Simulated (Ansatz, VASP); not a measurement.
# BaTiO3 in VASP and in Ansatz

INCAR

```
  PREC = Accurate
  ENCUT = 520
  EDIFF = 1E-7
  ISMEAR = 0
  SIGMA = 0.05
  LREAL = F
  LASPH = T
  NELM = 150
  ALGO = Normal
  ISIF = 2
  LWAVE = F
  LCHARG = F
  LMAXMIX = 4
  LDAU = T
  LDAUTYPE = 2
  LDAUL = -1 2 -1
  LDAUU = 0 4 0
  LDAUJ = 0 0 0
  LDAUPRINT = 1
  GGA = PE
  NBANDS = 28
```

Contents of KPOINTS:

```
Automatic mesh
0
Gamma
  8 8 8
```

POSCAR

```
BaTiO3
1.0
    3.9281302568      0.0000000000      0.0000000000
    0.0000000000      3.9281302568      0.0000000000
    0.0000000000      0.0000000000      3.9281302568
Ba Ti O
1 1 3
Direct
    0.5001142594      0.5000000000      0.5000000000
    0.0042288083      0.0000000000      0.0000000000
    0.4931245915      0.0000000000      0.0000000000
   -0.0033786990      0.5000000000      0.0000000000
   -0.0033786990      0.0000000000      0.5000000000
```

Input for Ansatz:

```yaml
crystal:
  lattice:
    - [3.9281302568, 0.0, 0.0]
    - [0.0, 3.9281302568, 0.0]
    - [0.0, 0.0, 3.9281302568]
  atoms:
    - { symbol: Ba, position: [0.5001142594, 0.5, 0.5] }
    - { symbol: Ti, position: [0.0042288083, 0.0, 0.0] }
    - { symbol: O, position: [0.4931245915, 0.0, 0.0] }
    - { symbol: O, position: [-0.003378699, 0.5, 0.0] }
    - { symbol: O, position: [-0.003378699, 0.0, 0.5] }
basis:
  ecutwfc: 520.0
kpoints:
  mp_grid: { grid: [8, 8, 8] }
hamiltonian:
  xc: pbe
  pseudopotentials: { kind: paw, azcp: { folder: soft_1 } }
  hubbard: { sites: [{ species: Ti, l: d, u_eff: 4.0 }] }
scf:
  occupations: { method: gaussian, width: 0.05 }
output:
  forces: true
  stress: true
  eigenvalues: true
```

Change from the starting cell: mode 1 frozen in at -0.028 Å, equal normal strain along x, y and z -0.0250.

Alike in both runs: task single point; functional PBE; k mesh 8 × 8 × 8; occupations gaussian, width 0.05 eV; no spin polarisation; Hubbard terms Ti d U = 4.0 eV.

|  | VASP | Ansatz |
| --- | --- | --- |
| version | VASP 6.6.1 | Ansatz 0.2.0 |
| potentials or method | VASP PAW PBE potentials, release 64 (Ba_sv, Ti_sv, O), cutoff 520 eV | scalar-relativistic, plane waves, PAW |
| valence electrons in the cell | 40 | 40 |

```csv
,VASP,Ansatz,Ansatz less VASP
gap on the k mesh at the Fermi level (eV),2.35,2.42,+0.068
least direct gap on the mesh (eV),2.50,2.52,+0.017
pressure (GPa),19.2,14.7,-4.57
"traceless stress, the component that is largest in VASP (GPa)",0.26,0.21,-0.052
rms of the force components (eV/Å),0.109,0.051,-0.0580
```

The programs project onto different local orbitals, so the same U acts differently, and such runs can settle in different states. Atom by atom the forces differ by 0.060 eV/Å (rms over components).

Neither program's run includes spin-orbit coupling.
